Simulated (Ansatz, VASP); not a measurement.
# One calculation of CaF2, two programs

```
Ca F
1.0
     0.00000    2.63801    2.63801
     2.63801    0.00000    2.63801
     2.63801    2.63801    0.00000
Ca F
1 2
Direct
  0.00000 0.00000 0.00000
  0.25000 0.25000 0.25000
  0.75000 0.75000 0.75000
```

Change from the starting cell: hydrostatic strain -3.0%.

Alike in both runs: task single point; functional HSE06; k mesh 6 × 6 × 6; no spin polarisation.

|  | VASP | Ansatz |
| --- | --- | --- |
| version | VASP 6.6.1 | Ansatz 0.2.0 |
| potentials or method | VASP PAW PBE potentials, release 64 (Ca_sv, F) | plane waves, PAW |
| plane-wave cutoff (eV) | 520 | 420 |
| occupations | gaussian, width 0.01 eV | fixed |
| valence electrons in the cell | 24 | 24 |

```tsv
	VASP	Ansatz	Ansatz less VASP
gap on the k mesh at the Fermi level (eV)	10.02	10.06	+0.037
pressure (GPa)	12.2	11.3	-0.82
```

Ansatz's warnings: stress exchange threshold loose, stress scf threshold loose.
